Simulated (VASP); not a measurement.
Input of a VASP 6.6.1 run:

POSCAR

```
SiO2
1.0
   -2.4333466033      2.4333466033      3.7772420495
    2.4333466033     -2.4333466033      3.7772420495
    2.4333466033      2.4333466033     -3.7772420495
Si O
2 4
Direct
    0.0000000000      0.0000000000      0.0000000000
    0.7500000000      0.2500000000      0.5000000000
    0.9731664815      0.6250000000      0.8481664815
    0.3750000000      0.2231664815      0.3481664815
    0.7768335185      0.1250000000      0.1518335185
    0.8750000000      0.0268335185      0.6518335185
```

The input INCAR.step1:

```
SYSTEM = SiO2
ALGO = Normal
EDIFF = 1E-4
ENCUT = 520
GGA = PE
ISMEAR = 0
LASPH = .True.
LCHARG = .False.
LREAL = .False.
LWAVE = .True.
NBANDS = 25
NELM = 100
PREC = Accurate
SIGMA = 0.05
```

The input INCAR.step2:

```
SYSTEM = SiO2
ALGO = Normal
EDIFF = 1E-6
ENCUT = 520
ISIF = 2
ISMEAR = 0
ISTART = 1
LASPH = .True.
LCHARG = .False.
LMIXTAU = .True.
LREAL = .False.
LWAVE = .False.
METAGGA = R2SCAN
NBANDS = 25
NELM = 100
PREC = Accurate
SIGMA = 0.05
```

Contents of KPOINTS:

```
k-points
0
Gamma
  8 8 8
  0 0 0
```

Potentials or basis: VASP PAW PBE potentials, release 64 (Si, O).

Launch:

```bash
$ cat potpaw_PBE.64/Si/POTCAR potpaw_PBE.64/O/POTCAR > POTCAR
$ cp INCAR.step1 INCAR
$ mpirun -np 1 vasp_std > vasp.out
$ cp INCAR.step2 INCAR
$ mpirun -np 1 vasp_std > vasp.out
```

(1) What does it give for the pressure?

(2) Predict the band gap on the k mesh.

Answers

(1) 0.0 GPa.

(2) 6.49 eV.

Caveat: the PAW data sets were made with another functional, which shifts forces and pressure a little.
